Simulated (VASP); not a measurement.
A run of VASP 6.6.1:

POSCAR

```
AlN
1.0
    0.0000000000      2.0453389041      2.0453389041
    2.0453389041      0.0000000000      2.0453389041
    2.0453389041      2.0453389041      0.0000000000
Al N
1 1
Direct
    0.5000000000      0.5000000000      0.5000000000
    0.0000000000      0.0000000000      0.0000000000
```

The input INCAR.step1:

```
SYSTEM = AlN
PREC     = Accurate       ! precision mode
ENCUT    = 520            ! plane-wave cutoff, eV
ISMEAR   = 0              ! smearing method
SIGMA    = 0.05           ! smearing width, eV
LREAL    = .FALSE.        ! projectors in reciprocal space
LASPH    = .TRUE.         ! aspherical terms in the spheres
NELM     = 60             ! most SCF steps
NBANDS   = 11             ! bands
GGA      = PE             ! functional
ALGO     = Normal         ! electronic algorithm
EDIFF    = 1E-4           ! SCF threshold, eV
LWAVE    = .TRUE.         ! write WAVECAR
LCHARG   = .FALSE.        ! write CHGCAR
```

File INCAR.step2:

```
SYSTEM = AlN
PREC     = Accurate       ! precision mode
ENCUT    = 520            ! plane-wave cutoff, eV
EDIFF    = 1E-6           ! SCF threshold, eV
ISMEAR   = 0              ! smearing method
SIGMA    = 0.05           ! smearing width, eV
LREAL    = .FALSE.        ! projectors in reciprocal space
LASPH    = .TRUE.         ! aspherical terms in the spheres
NELM     = 60             ! most SCF steps
ALGO     = Normal         ! electronic algorithm
ISIF     = 2              ! what is computed and relaxed
LWAVE    = .FALSE.        ! write WAVECAR
LCHARG   = .FALSE.        ! write CHGCAR
METAGGA  = R2SCAN         ! meta-GGA
LMIXTAU  = .TRUE.       
NBANDS   = 11             ! bands
ISTART   = 1
```

Contents of KPOINTS:

```
regular mesh
0
G
  8 8 8
  0 0 0
```

Potentials or basis: VASP PAW PBE potentials, release 64 (Al, N).

Command:

```sh
$ cat potpaw_PBE.64/Al/POTCAR potpaw_PBE.64/N/POTCAR > POTCAR
$ cp INCAR.step1 INCAR
$ mpirun -np 1 vasp_std > vasp.out
$ cp INCAR.step2 INCAR
$ mpirun -np 1 vasp_std > vasp.out
```

Hardware: 1 thread of Intel Xeon 8259CL (shared host).

Task: Estimate the wall time of this run.

Result: Wall time 23 s on 1 thread of Intel Xeon 8259CL, on a shared host, peak memory 0.14 GiB. Counts: k points 29.
